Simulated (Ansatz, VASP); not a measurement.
# CdF2 in VASP and in Ansatz

```
Cd F
1.0
     3.84588    0.00000    0.00000
    -1.92294    3.33063    0.00000
     1.92294    1.11021    3.07203
Cd F
1 2
Direct
  0.00000 0.00000 0.00000
  0.49836 0.74918 0.75246
  0.50164 0.25082 0.24754
```

Change from the starting cell: band edges of the strained film's bulk.

Alike in both runs: task single point; functional r2SCAN; k mesh 9 × 9 × 9; occupations gaussian, width 0.02 eV; no spin polarisation.

|  | VASP | Ansatz |
| --- | --- | --- |
| version | VASP 6.6.1 | Ansatz 0.2.0 |
| potentials or method | VASP PAW PBE potentials, release 64 (Cd, F), cutoff 520 eV | scalar-relativistic, plane waves, PAW |
| valence electrons in the cell | 26 | 34 |

```csv
,VASP,Ansatz,Ansatz less VASP
gap on the k mesh at the Fermi level (eV),3.75,3.80,+0.044
least direct gap on the mesh (eV),4.18,4.24,+0.053
pressure (GPa),0.3,-0.6,-0.95
"traceless stress, the component that is largest in VASP (GPa)",0.80,0.70,-0.103
rms of the force components (eV/Å),0.006,0.001,-0.0050
```

VASP's potentials were made for PBE, not for r2SCAN. Atom by atom the forces differ by 0.005 eV/Å (rms over components). VASP's potentials hold 26 valence electrons a cell and Ansatz's 34, so a difference there can come from the potentials and not from the codes.
